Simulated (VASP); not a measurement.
# HfN (I-4m2) in VASP: a series of runs

Runs on HfN. Level: r2SCAN. Tasks: single point.

Program: VASP 6.6.1. These are calculated values, not measurements. Logs are shortened: lines on timing, memory, paths and dates and some standing lists are left out, and cuts for length are marked.

### Step 1. The cell of the first run

The structure is tetragonal, space group I-4m2 (No. 119). Conventional cell: a = 3.472 Å, b = 3.472 Å, c = 4.664 Å, α = 90.00°, β = 90.00°, γ = 90.00°. Within 2.8 Å of Hf (site symmetry -4m2) lie 4 N at 2.09 Å. Within 2.8 Å of N (site symmetry -4m2) lie 4 Hf at 2.09 Å.

### Step 2. Single point, r2SCAN (strain +0.000 along x and y, -0.050 along z)

Input file POSCAR:

```
HfN
1.0
    0.0000000000      2.4548220000      2.3320809000
    2.4548220000      0.0000000000      2.3320809000
    2.4548220000      2.4548220000      0.0000000000
Hf N
1 1
Direct
    0.0000000000      0.0000000000      0.0000000000
    0.7500000000      0.7500000000      0.7500000000
```

Input file INCAR.step1:

```
SYSTEM = HfN
ALGO     = Normal         ! electronic algorithm
EDIFF    = 1E-4           ! SCF threshold, eV
ENCUT    = 520            ! plane-wave cutoff, eV
GGA      = PE             ! functional
ISMEAR   = 0              ! smearing method
LASPH    = .True.         ! aspherical terms in the spheres
LCHARG   = .False.        ! write CHGCAR
LREAL    = .False.        ! projectors in reciprocal space
LWAVE    = .True.         ! write WAVECAR
NBANDS   = 14             ! bands
NELM     = 100            ! most SCF steps
PREC     = Accurate       ! precision mode
SIGMA    = 0.15           ! smearing width, eV
```

Input file INCAR.step2:

```
SYSTEM = HfN
ALGO     = Normal         ! electronic algorithm
EDIFF    = 1E-6           ! SCF threshold, eV
ENCUT    = 520            ! plane-wave cutoff, eV
ISIF     = 2              ! what is computed and relaxed
ISMEAR   = 0              ! smearing method
ISTART   = 1            
LASPH    = .True.         ! aspherical terms in the spheres
LCHARG   = .False.        ! write CHGCAR
LMIXTAU  = .True.       
LREAL    = .False.        ! projectors in reciprocal space
LWAVE    = .False.        ! write WAVECAR
METAGGA  = R2SCAN         ! meta-GGA
NBANDS   = 14             ! bands
NELM     = 100            ! most SCF steps
PREC     = Accurate       ! precision mode
SIGMA    = 0.15           ! smearing width, eV
```

Input file KPOINTS:

```
k-points
0
Gamma
  16 16 16
  0 0 0
```

Potentials or basis: VASP PAW PBE potentials, release 64 (Hf_pv, N).

Started as:

```
$ cat potpaw_PBE.64/Hf_pv/POTCAR potpaw_PBE.64/N/POTCAR > POTCAR
$ cp INCAR.step1 INCAR
$ mpirun -np 1 vasp_std > vasp.out
$ cp INCAR.step2 INCAR
$ mpirun -np 1 vasp_std > vasp.out
```

OUTCAR:

```text
SYSTEM = HfN
   EDIFF = 1E-6
   ENCUT = 520
   ISIF = 2
   ISMEAR = 0
   ISTART = 1
   LASPH = .True.
   LREAL = .False.
   METAGGA = R2SCAN
   NELM = 100
   PREC = Accurate

 ion  position               nearest neighbor table
   1  0.000  0.000  0.000-   2 2.09   2 2.09   2 2.09   2 2.09
   2  0.750  0.750  0.750-   1 2.09   1 2.09   1 2.09   1 2.09

  LATTYP: Found a body centered tetragonal cell.
 ALAT       =     3.4716425656
 C/A-ratio  =     1.3435028843

  Lattice vectors:

 A1 = (   0.0000000000,  -2.4548220000,  -2.3320809000)
 A2 = (   0.0000000000,   2.4548220000,  -2.3320809000)
 A3 = (   2.4548220000,   0.0000000000,   2.3320809000)

Analysis of symmetry for initial positions (statically):
=====================================================================
 Subroutine PRICEL returns:
 Original cell was already a primitive cell.

 Routine SETGRP: Setting up the symmetry group for a
 body centered tetragonal supercell.

 Subroutine GETGRP returns: Found  8 space group operations
 (whereof  8 operations were pure point group operations)
 out of a pool of 16 trial point group operations.

The static configuration has the point symmetry D_2d.

Analysis of symmetry for dynamics (positions and initial velocities):
=====================================================================
 Subroutine PRICEL returns:
 Original cell was already a primitive cell.

 Routine SETGRP: Setting up the symmetry group for a
 body centered tetragonal supercell.

 Subroutine GETGRP returns: Found  8 space group operations
 (whereof  8 operations were pure point group operations)
 out of a pool of 16 trial point group operations.

The dynamic configuration has the point symmetry D_2d.

 Subroutine INISYM returns: Found  8 space group operations
 (whereof  8 operations are pure point group operations),
 and found     1 'primitive' translations

----------------------------------------------------------------------------------------

                                     Primitive cell

  volume of cell :      28.1069

  direct lattice vectors                    reciprocal lattice vectors
     0.000000000  2.454822000  2.332080900    -0.203680756  0.203680756  0.214400795
     2.454822000  0.000000000  2.332080900     0.203680756 -0.203680756  0.214400795
     2.454822000  2.454822000  0.000000000     0.203680756  0.203680756 -0.214400795

  length of vectors
     3.385964025  3.385964025  3.471642566     0.359081330  0.359081330  0.359081330

  position of ions in fractional coordinates (direct lattice)
[... 91 lines left out ...]
   NUPDOWN=      -1.0000    fix difference up-down
   EMIN   =  10.00;   EMAX   =-10.00  energy-range for DOS
   EFERMI =   0.00;   METHOD = LEGACY
   ISMEAR =     0;   SIGMA  =   0.15  broadening in eV -4-tet -1-fermi 0-gaus
   EFERMI_NEDOS =   21; number of points for ismear=-14 and -15
   IALGO  =     38    algorithm
   IMIX   =      4    mixing-type and parameters
     AMIX     =   0.40;   BMIX     =  1.00
     AMIX_MAG =   1.60;   BMIX_MAG =  1.00
  volume/ion in A,a.u.               =      14.05        94.84
  Fermi-wavevector in a.u.,A,eV,Ry     =   1.327906  2.509379 23.991625  1.763335
  Thomas-Fermi vector in A             =   2.457183
   LORBIT       =      0    0 simple, 1 ext, 2 COOP (PROOUT), +10 PAW based schemes
   METAGGA = R2SCAN    functional components
   LHFCALC =     F    Hartree Fock is set to
   AEXX    =    0.0000 exact exchange contribution
   IVDW    =     0    specifies the selected vdW correction
   LEPSILON=     F    determine dielectric tensor
   LRPA    =     F    only Hartree local field effects (RPA)
 non-spin polarized calculation
 Gauss-broadening in eV      SIGMA  =   0.15
  energy-cutoff  :      520.00
  volume of cell :       28.11
 maximum number of plane-waves:       772
 NGX is ok and might be reduce to    28
   NGX = 13   NGY = 13   NGZ = 13

 number of electron      15.0000001 magnetization

 Free energy of the ion-electron system (eV)
  ---------------------------------------------------
  ext. energy  EPLUGINS =         0.00000000
  ---------------------------------------------------
  free energy    TOTEN  =       -57.67207140 eV

  energy without entropy =      -57.66591777  energy(sigma->0) =      -57.66899459

 E-fermi :   6.2164     XC(G=0): -12.2185

 val. band max:        6.2126210349   @ k =  -0.3125   0.2500   0.0000
 cond. band min:       6.2270580682   @ k =   0.5000   0.2500   0.0625
 fundamental gap:      0.0144370333
 Fermi energy:         6.2164057695

 k-point     1 :       0.0000    0.0000    0.0000
  band No.  band energies     occupation
      1     -25.9882      2.00000
      2     -25.9760      2.00000
      3     -25.9760      2.00000
      4     -11.3183      2.00000
      5       0.0940      2.00000
      6       0.0940      2.00000
      7       0.2378      2.00000
      8       5.6218      2.00000
      9       8.4171      0.00000
     10       9.1097      0.00000
     11      13.1260      0.00000
     12      13.1260      0.00000
     13      14.0203      0.00000
     14      17.6351      0.00000
[... 377 lines left out ...]
      1     -26.0315      2.00000
      2     -26.0043      2.00000
      3     -25.9820      2.00000
      4     -11.1830      2.00000
      5      -0.1103      2.00000
      6       0.1588      2.00000
      7       0.3465      2.00000
      8       6.1808      1.26272
      9       8.1206      0.00000
     10       8.9661      0.00000
     11      12.9928      0.00000
     12      13.5202      0.00000
     13      14.0429      0.00000
     14      17.6350      0.00000

 [... further k-points ...]

------------------------ aborting loop because EDIFF is reached ----------------------------------------

  FORCE on cell =-STRESS in cart. coord.  units (eV):
  Direction    XX          YY          ZZ          XY          YZ          ZX
  --------------------------------------------------------------------------------------
  -------------------------------------------------------------------------------------
  Total        0.8534106      0.8534106      2.1916197      0.0000000      0.0000000     -0.0000000
  in kB       48.6468807     48.6468807    124.9286805      0.0000000      0.0000000     -0.0000000
  external PRESSURE =      74.0741473 kB  Pullay stress =       0.0000000 kB

 VOLUME and BASIS-vectors are now :
 -----------------------------------------------------------------------------
  energy-cutoff  :      520.00
  volume of cell :       28.11
      direct lattice vectors                 reciprocal lattice vectors
     0.000000000  2.454822000  2.332080900    -0.203680756  0.203680756  0.214400795
     2.454822000  0.000000000  2.332080900     0.203680756 -0.203680756  0.214400795
     2.454822000  2.454822000  0.000000000     0.203680756  0.203680756 -0.214400795

 POSITION                                       TOTAL-FORCE (eV/Angst)
 -----------------------------------------------------------------------------------
      0.00000      0.00000      0.00000         0.000000      0.000000      0.000000
      3.68223      3.68223      3.49812        -0.000000     -0.000000      0.000000
 -----------------------------------------------------------------------------------
    total drift:                               -0.000000     -0.000000     -0.000001

  FREE ENERGIE OF THE ION-ELECTRON SYSTEM (eV)
  ---------------------------------------------------
  free  energy   TOTEN  =       -57.6720714010 eV

  energy  without entropy=      -57.6659177717  energy(sigma->0) =      -57.66899459
```

Run time: 3.9 min. Hardware: 1 thread of Intel Xeon 6975P-C (Granite Rapids), shared host; peak memory 0.28 GiB.

What came out:

```
Free energy            : -57.6721 eV
Pressure               : 7.4 GPa
Band gap on the k mesh : zero (an odd number of electrons rules out a gap without spin polarisation)
```

Stress tensor (GPa, compression positive):
```
 4.86  0.00  0.00
 0.00  4.86  0.00
 0.00  0.00 12.49
```

Levels at points of the mesh, in eV from the Fermi level:
| k point | band 4 | band 5 | band 6 | band 7 | band 8 | band 9 | band 10 | band 11 | band 12 | band 13 |
| --- | --- | --- | --- | --- | --- | --- | --- | --- | --- | --- |
| (0.00, 0.00, 0.00) | -17.53 | -6.12 | -6.12 | -5.98 | -0.59 | 2.20 | 2.89 | 6.91 | 6.91 | 7.80 |
| (0.50, 0.00, 0.00) | -16.35 | -6.22 | -5.55 | -5.28 | 1.61 | 3.12 | 3.15 | 4.75 | 5.76 | 5.89 |
| (0.50, 0.50, 0.00) | -16.01 | -7.43 | -4.12 | -4.12 | -1.08 | 2.69 | 4.56 | 5.12 | 5.12 | 11.42 |
| (0.50, 0.00, 0.50) | -15.92 | -7.54 | -4.07 | -3.90 | -1.44 | 2.45 | 4.67 | 5.08 | 5.15 | 11.17 |

Caveat: the cell differs from its parent crystal (strain +0.000 along x and y, -0.050 along z); the stress differs along the axes, from 5 to 12 GPa; the PAW data sets were made with another functional, which shifts forces and pressure a little; spin-orbit coupling is left out, which moves the levels of the heavy elements; an odd number of electrons without spin polarisation forces a metal; a magnetic or distorted state may lie lower.

### Step 3. Single point, r2SCAN (strain -0.025 along x and y, +0.050 along z)

Input file POSCAR:

```
HfN
1.0
    0.0000000000      2.3934514500      2.5775631000
    2.3934514500      0.0000000000      2.5775631000
    2.3934514500      2.3934514500      0.0000000000
Hf N
1 1
Direct
    0.0000000000      0.0000000000      0.0000000000
    0.7500000000      0.7500000000      0.7500000000
```

Input file INCAR.step1:

```
PREC = Accurate ; ENCUT = 520
ISMEAR = 0 ; SIGMA = 0.15
LREAL = F ; LASPH = T
NELM = 80 ; NBANDS = 14
GGA = PE ; ALGO = Normal
EDIFF = 1E-4 ; LWAVE = T
LCHARG = F
```

Input file INCAR.step2:

```
PREC = Accurate ; ENCUT = 520
EDIFF = 1E-6 ; ISMEAR = 0
SIGMA = 0.15 ; LREAL = F
LASPH = T ; NELM = 80
ALGO = Normal ; ISIF = 2
LWAVE = F ; LCHARG = F
METAGGA = R2SCAN ; LMIXTAU = T
NBANDS = 14 ; ISTART = 1
```

Input file KPOINTS:

```
regular mesh
0
Gamma
  16 16 16
```

Potentials or basis: VASP PAW PBE potentials, release 64 (Hf_pv, N).

Started as:

```
$ cat potpaw_PBE.64/Hf_pv/POTCAR potpaw_PBE.64/N/POTCAR > POTCAR
$ cp INCAR.step1 INCAR
$ mpirun -np 1 vasp_std > vasp.out
$ cp INCAR.step2 INCAR
$ mpirun -np 1 vasp_std > vasp.out
```

Run time: 4.1 min. Hardware: 1 thread of Intel Xeon 6975P-C (Granite Rapids), shared host; peak memory 0.28 GiB.

It converged, with:

```yaml
Free_energy: -57.6547 eV
Pressure: -3.4 GPa
Band_gap_on_the_k_mesh: zero (an odd number of electrons rules out a gap without spin polarisation)
```

Stress tensor (GPa, compression positive):
```
  1.08   0.00   0.00
  0.00   1.08   0.00
  0.00   0.00 -12.50
```

Levels at points of the mesh, in eV from the Fermi level:
| k point | band 6 | band 7 | band 8 | band 9 | band 10 | band 11 |
| --- | --- | --- | --- | --- | --- | --- |
| (0.00, 0.00, 0.00) | -5.73 | -5.73 | -0.75 | 1.97 | 2.89 | 6.00 |
| (0.50, 0.00, 0.00) | -5.42 | -5.00 | 1.47 | 2.88 | 3.09 | 4.44 |
| (0.50, 0.50, 0.00) | -3.80 | -3.80 | -1.60 | 2.27 | 4.33 | 4.76 |
| (0.50, 0.00, 0.50) | -4.18 | -3.94 | -1.13 | 2.27 | 4.50 | 4.74 |

Caveat: the cell differs from its parent crystal (strain -0.025 along x and y, +0.050 along z); the stress differs along the axes, from -13 to 1 GPa; the PAW data sets were made with another functional, which shifts forces and pressure a little; spin-orbit coupling is left out, which moves the levels of the heavy elements; an odd number of electrons without spin polarisation forces a metal; a magnetic or distorted state may lie lower.

### Step 4. Single point, r2SCAN (strain +0.050 along x and y, -0.050 along z)

Input file POSCAR:

```
HfN
1.0
    0.0000000000      2.5775631000      2.3320809000
    2.5775631000      0.0000000000      2.3320809000
    2.5775631000      2.5775631000      0.0000000000
Hf N
1 1
Direct
    0.0000000000      0.0000000000      0.0000000000
    0.7500000000      0.7500000000      0.7500000000
```

Input file INCAR.step1:

```
SYSTEM = HfN
PREC     = Accurate       ! precision mode
ENCUT    = 520            ! plane-wave cutoff, eV
ISMEAR   = 0              ! smearing method
SIGMA    = 0.15           ! smearing width, eV
LREAL    = .FALSE.        ! projectors in reciprocal space
LASPH    = .TRUE.         ! aspherical terms in the spheres
NELM     = 100            ! most SCF steps
NBANDS   = 14             ! bands
GGA      = PE             ! functional
ALGO     = Normal         ! electronic algorithm
EDIFF    = 1E-4           ! SCF threshold, eV
LWAVE    = .TRUE.         ! write WAVECAR
LCHARG   = .FALSE.        ! write CHGCAR
```

Input file INCAR.step2:

```
SYSTEM = HfN
PREC     = Accurate       ! precision mode
ENCUT    = 520            ! plane-wave cutoff, eV
EDIFF    = 1E-7           ! SCF threshold, eV
ISMEAR   = 0              ! smearing method
SIGMA    = 0.15           ! smearing width, eV
LREAL    = .FALSE.        ! projectors in reciprocal space
LASPH    = .TRUE.         ! aspherical terms in the spheres
NELM     = 100            ! most SCF steps
ALGO     = Normal         ! electronic algorithm
ISIF     = 2              ! what is computed and relaxed
LWAVE    = .FALSE.        ! write WAVECAR
LCHARG   = .TRUE.         ! write CHGCAR
METAGGA  = R2SCAN         ! meta-GGA
LMIXTAU  = .TRUE.       
LELF     = .TRUE.         ! ELF
LVHAR    = .TRUE.       
NBANDS   = 14             ! bands
ISTART   = 1
```

Input file KPOINTS:

```
regular mesh
0
G
  16 16 16
  0 0 0
```

Started as:

```
$ cat potpaw_PBE.64/Hf_pv/POTCAR potpaw_PBE.64/N/POTCAR > POTCAR
$ cp INCAR.step1 INCAR
$ mpirun -np 1 vasp_std > vasp.out
$ cp INCAR.step2 INCAR
$ mpirun -np 1 vasp_std > vasp.out
```

It took 5.4 min on 1 thread of Intel Xeon 6975P-C (Granite Rapids), shared host; peak memory 0.29 GiB.

It converged, with:

```
Free energy            : -57.5502 eV
Pressure               : -12.2 GPa
Band gap on the k mesh : zero (an odd number of electrons rules out a gap without spin polarisation)
```

Stress tensor (GPa, compression positive):
```
-16.99   0.00   0.00
  0.00 -16.99   0.00
  0.00   0.00  -2.75
```

Levels at points of the mesh, in eV from the Fermi level:
```
           k point  band 4  band 5  band 6  band 7  band 8  band 9  band 10  band 11  band 12  band 13
(0.00, 0.00, 0.00)  -17.03   -5.65   -5.65   -5.39   -0.86    1.69     2.83     5.98     5.98     7.40
(0.50, 0.00, 0.00)  -16.05   -6.03   -5.26   -4.79    1.40    2.80     2.81     4.11     5.12     5.54
(0.50, 0.50, 0.00)  -15.80   -6.78   -4.10   -4.10   -0.84    2.36     4.03     4.49     4.49    10.70
(0.50, 0.00, 0.50)  -15.69   -7.04   -3.99   -3.67   -1.44    1.93     4.25     4.50     4.55     9.68
```

Caveat: the cell differs from its parent crystal (strain +0.050 along x and y, -0.050 along z); the stress differs along the axes, from -17 to -3 GPa; the PAW data sets were made with another functional, which shifts forces and pressure a little; spin-orbit coupling is left out, which moves the levels of the heavy elements; an odd number of electrons without spin polarisation forces a metal; a magnetic or distorted state may lie lower.

### Step 5. Overview

```tsv
cell	gap on the mesh (eV)	pressure (GPa)
a = 3.386, b = 3.386, c = 3.472 Å, angles 59.2, 59.2, 61.7°, 2 atoms	none	7.4
a = 3.517, b = 3.517, c = 3.385 Å, angles 61.2, 61.2, 57.5°, 2 atoms	none	-3.4
a = 3.476, b = 3.476, c = 3.645 Å, angles 58.4, 58.4, 63.2°, 2 atoms	none	-12.2
```

Alike in all rows: task single point; level r2SCAN; potentials or basis VASP PAW PBE potentials, release 64 (Hf_pv, N); no spin polarisation; k mesh 16 × 16 × 16; cutoff (eV) 520; smearing gaussian 0.15 eV.

Caveats: the PAW data sets were made with another functional, which shifts forces and pressure a little; spin-orbit coupling is left out, which moves the levels of the heavy elements; an odd number of electrons without spin polarisation forces a metal; a magnetic or distorted state may lie lower; the stress differs along the axes, from 5 to 12 GPa (at least some runs); the stress differs along the axes, from -13 to 1 GPa (at least some runs); the stress differs along the axes, from -17 to -3 GPa (at least some runs).

Absolute energies hang on the potentials; compare differences alone.

The gap in the log of VASP goes by the Fermi energy; the results here count the filled bands.